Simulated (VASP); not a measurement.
Set up this calculation in VASP 6.6.1, as the native input.

```
Task                   : single point
Functional             : LDA
Potentials or basis    : VASP PAW LDA potentials, release 64 (Al, N)
Cutoff                 : 520 eV
k mesh                 : 8 × 8 × 3
Occupations            : gaussian, width 0.05 eV
Spin                   : no spin polarisation
Dipole correction      : no
Further INCAR settings : ALGO = Normal; EDIFF = 1e-06; NBANDS = 26
```

The structure of AlN lies in POSCAR:

```
AlN
1.0
   -3.0886152975      0.0000000000      0.0000000000
   -1.5443076488     -2.6748193102      0.0000000000
   -0.5147692163     -0.8916064367      9.8871685333
Al N
4 4
Direct
    0.3333333333      0.0318298305      0.9045105086
    0.3333333333      0.1984964971      0.4045105086
    0.6666666667      0.6151631638      0.1545105086
    0.6666666667      0.4484964971      0.6545105086
    0.3333333333      0.3015035029      0.0954894914
    0.3333333333      0.1348368362      0.5954894914
    0.6666666667      0.5515035029      0.3454894914
    0.6666666667      0.3848368362      0.8454894914
```

These files were run (other wordings do the same):

INCAR

```
SYSTEM = AlN
ALGO = Normal
EDIFF = 1E-6
ENCUT = 520
ISIF = 2
ISMEAR = 0
LASPH = .True.
LCHARG = .False.
LREAL = .False.
LWAVE = .False.
NBANDS = 26
NELM = 60
PREC = Accurate
SIGMA = 0.05
```

KPOINTS

```
k-points
0
Gamma
  8 8 3
  0 0 0
```

Potentials or basis: VASP PAW LDA potentials, release 64 (Al, N).

Command:

```bash
$ cat potpaw_LDA.64/Al/POTCAR potpaw_LDA.64/N/POTCAR > POTCAR
$ mpirun -np 1 vasp_std > vasp.out
```

It gave:

The pressure is -0.6 GPa. The largest force is 1.402 eV/Å and the band gap on the k mesh is 3.40 eV (least direct gap 3.58 eV).

Caveat: an odd mesh through Γ misses points on the zone boundary, where band edges can lie; forces of over 1 eV/Å act on the atoms, so gaps and moduli don't describe the material at rest.

Wall time 3.5 min on 1 thread of Intel Xeon 8259CL (shared host), peak memory 0.28 GiB.
